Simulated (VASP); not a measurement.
# Co (P6_3/mmc) in VASP: further runs, part 2 of 2

VASP 6.6.1. Earlier steps stand in the parts before.

**5. Single point, PBEsol, collinear spin, ferromagnetic start (biaxial strain in the a-b plane: +1.0 %, then relaxed in part)**

INCAR

```
SYSTEM = Co
PREC = Accurate ; ENCUT = 520
EDIFF = 1E-7 ; ISMEAR = 0
SIGMA = 0.1 ; LREAL = .False.
LASPH = .True. ; NELM = 150
ALGO = Fast ; ISIF = 2
LWAVE = .False. ; LCHARG = .True.
ISPIN = 2 ; MAGMOM = 1.79 1.79
LORBIT = 11 ; LMAXMIX = 4
GGA = PS ; LELF = .True.
LVHAR = .True. ; NBANDS = 20
```

KPOINTS

```
Automatic mesh
0
Gamma
  21 21 10
  0 0 0
```

POSCAR

```
Co
1.0
    2.4804726853      0.0000000000      0.0000000000
   -1.2402363427      2.1481523589      0.0000000000
    0.0000000000      0.0000000000      3.9458758662
Co
2
Direct
    0.3333333333      0.6666666667      0.2500000000
    0.6666666667      0.3333333333      0.7500000000
```

Potentials or basis: VASP PAW PBE potentials, release 64 (Co).

On the command line:

```bash
$ cat potpaw_PBE.64/Co/POTCAR > POTCAR
$ mpirun -np 1 vasp_std > vasp.out
```

OUTCAR:

```text
SYSTEM = Co
   PREC = Accurate
   ENCUT = 520
   EDIFF = 1E-7
   ISMEAR = 0
   LREAL = .False.
   LASPH = .True.
   NELM = 150
   ISIF = 2
   ISPIN = 2
   LORBIT = 11
   GGA = PS

 ion  position               nearest neighbor table
   1  0.333  0.667  0.250-   2 2.44   2 2.44   2 2.44   2 2.44   2 2.44   2 2.44
   2  0.667  0.333  0.750-   1 2.44   1 2.44   1 2.44   1 2.44   1 2.44   1 2.44

  LATTYP: Found a hexagonal cell.
 ALAT       =     2.4804726853
 C/A-ratio  =     1.5907757782

  Lattice vectors:

 A1 = (   2.4804726853,   0.0000000000,   0.0000000000)
 A2 = (  -1.2402363427,   2.1481523589,   0.0000000000)
 A3 = (   0.0000000000,   0.0000000000,   3.9458758662)

Analysis of symmetry for initial positions (statically):
=====================================================================
 Subroutine PRICEL returns:
 Original cell was already a primitive cell.

 Routine SETGRP: Setting up the symmetry group for a
 hexagonal supercell.

 Subroutine GETGRP returns: Found 24 space group operations
 (whereof 12 operations were pure point group operations)
 out of a pool of 24 trial point group operations.

The static configuration has the point symmetry D_3d.
[... 746 lines left out ...]
      1       1.4242      1.00000
      2       6.1901      1.00000
      3       9.4820      1.00000
      4       9.4820      1.00000
      5       9.5677      1.00000
      6       9.8891      1.00000
[... 541 lines left out ...]
     19      36.1265      0.00000
     20      37.5188      0.00000

 [... further k-points ...]
[... 5 lines left out ...]
  --------------------------------------------------------------------------------------
  -------------------------------------------------------------------------------------
  Total       -0.7595003     -0.7595003     -0.1368447      0.0000000      0.0000000     -0.0000000
  in kB      -57.8756074    -57.8756074    -10.4278680      0.0000000      0.0000000     -0.0000000
  external PRESSURE =     -42.0596942 kB  Pullay stress =       0.0000000 kB

 VOLUME and BASIS-vectors are now :
 -----------------------------------------------------------------------------
  energy-cutoff  :      520.00
  volume of cell :       21.03
      direct lattice vectors                 reciprocal lattice vectors
     2.480472685  0.000000000  0.000000000     0.403148967  0.232758164  0.000000000
    -1.240236343  2.148152359  0.000000000     0.000000000  0.465516329  0.000000000
     0.000000000  0.000000000  3.945875866     0.000000000  0.000000000  0.253429158

 POSITION                                       TOTAL-FORCE (eV/Angst)
 -----------------------------------------------------------------------------------
     -0.00000      1.43210      0.98647        -0.000000      0.000000      0.000000
      1.24024      0.71605      2.95941         0.000000      0.000000      0.000000
 -----------------------------------------------------------------------------------
    total drift:                               -0.000000     -0.000000     -0.000000

  FREE ENERGIE OF THE ION-ELECTRON SYSTEM (eV)
  ---------------------------------------------------
  free  energy   TOTEN  =       -15.4693621222 eV

  energy  without entropy=      -15.4610364333  energy(sigma->0) =      -15.46519928

 total charge

# of ion       s       p       d       tot
------------------------------------------
    1        0.502   0.553   7.281   8.336
    2        0.502   0.553   7.281   8.336
--------------------------------------------------
tot          1.004   1.105  14.563  16.671

 magnetization (x)

# of ion       s       p       d       tot
------------------------------------------
    1       -0.016  -0.053   1.641   1.573
    2       -0.016  -0.053   1.641   1.573
--------------------------------------------------
tot         -0.031  -0.106   3.283   3.145
```

OSZICAR:

```text
N       E                     dE             d eps       ncg     rms          rms(c)
DAV:   1     0.834056103252E+02    0.83406E+02   -0.78787E+03 24472   0.120E+03
DAV:   2    -0.134839395561E+02   -0.96890E+02   -0.87074E+02 23396   0.217E+02
DAV:   3    -0.179239376790E+02   -0.44400E+01   -0.42582E+01 26128   0.561E+01
DAV:   4    -0.179911428128E+02   -0.67205E-01   -0.67155E-01 28172   0.607E+00
DAV:   5    -0.179930746852E+02   -0.19319E-02   -0.19318E-02 26792   0.984E-01    0.163E+01
RMM:   6    -0.159277244727E+02    0.20654E+01   -0.80063E+00 27550   0.303E+01    0.769E+00
RMM:   7    -0.155243394445E+02    0.40339E+00   -0.86719E-01 27309   0.106E+01    0.433E+00
RMM:   8    -0.154857673401E+02    0.38572E-01   -0.27104E-02 32219   0.984E-01    0.177E+00
RMM:   9    -0.154702804066E+02    0.15487E-01   -0.82633E-03 33939   0.457E-01    0.508E-01
RMM:  10    -0.154693948514E+02    0.88556E-03   -0.14253E-03 31777   0.347E-01    0.138E-01
RMM:  11    -0.154693696234E+02    0.25228E-04   -0.59952E-04 36761   0.125E-01    0.611E-02
RMM:  12    -0.154693730483E+02   -0.34248E-05   -0.58204E-05 34810   0.482E-02    0.429E-02
RMM:  13    -0.154693660200E+02    0.70283E-05   -0.16360E-05 33078   0.415E-02    0.145E-02
RMM:  14    -0.154693620191E+02    0.40009E-05   -0.65754E-06 32526   0.196E-02    0.299E-03
RMM:  15    -0.154693621245E+02   -0.10538E-06   -0.28139E-06 36306   0.750E-03    0.132E-03
RMM:  16    -0.154693621222E+02    0.22735E-08   -0.15868E-07 20789   0.258E-03
   1 F= -.15469362E+02 E0= -.15465199E+02  d E =-.832569E-02  mag=     3.1247
```

Wall time 6.1 min (1 thread of Intel Xeon 8259CL, shared host); peak memory 0.27 GiB.

What came out:

```
Free energy                                           : -15.4694 eV
Pressure                                              : -4.2 GPa
Net moment                                            : 3.12 μB per cell
Site moments                                          : Co +1.57 μB
Valence electrons inside the program's atomic spheres : Co 8.34
```

Stress tensor (GPa, compression positive):
```
-5.79  0.00  0.00
 0.00 -5.79  0.00
 0.00  0.00 -1.04
```

Caveat: the cell differs from its parent crystal (biaxial strain in the a-b plane: +1.0 %, then relaxed in part); the cell stands under tension; the PAW data sets were made with another functional, which shifts forces and pressure a little.

**6. Overview**

```tsv
cell	k mesh	further INCAR settings	gap on the mesh (eV)	pressure (GPa)	moment (μB)
a = 2.452, b = 2.452, c = 4.009 Å, angles 90.0, 90.0, 120.0°, 2 atoms	24 × 24 × 14	ALGO = Fast; EDIFF = 1e-06; NBANDS = 20	none	-2.3	3.15
a = 2.456, b = 2.456, c = 3.968 Å, angles 90.0, 90.0, 120.0°, 2 atoms	21 × 21 × 10	ALGO = Fast; EDIFF = 1e-07; NBANDS = 20	none	-0.9	3.11
a = 2.480, b = 2.480, c = 3.946 Å, angles 90.0, 90.0, 120.0°, 2 atoms	21 × 21 × 10	ALGO = Fast; EDIFF = 1e-07; NBANDS = 20	none	-4.2	3.12
```

Alike in all rows: task single point; level PBEsol; potentials or basis VASP PAW PBE potentials, release 64 (Co); spin collinear, ferromagnetic start; cutoff (eV) 520; smearing gaussian 0.1 eV.

Caveats: the PAW data sets were made with another functional, which shifts forces and pressure a little; the cell stands under tension (at least some runs).

Total energies depend on the potentials used, so only differences within one code and one set of settings carry meaning.
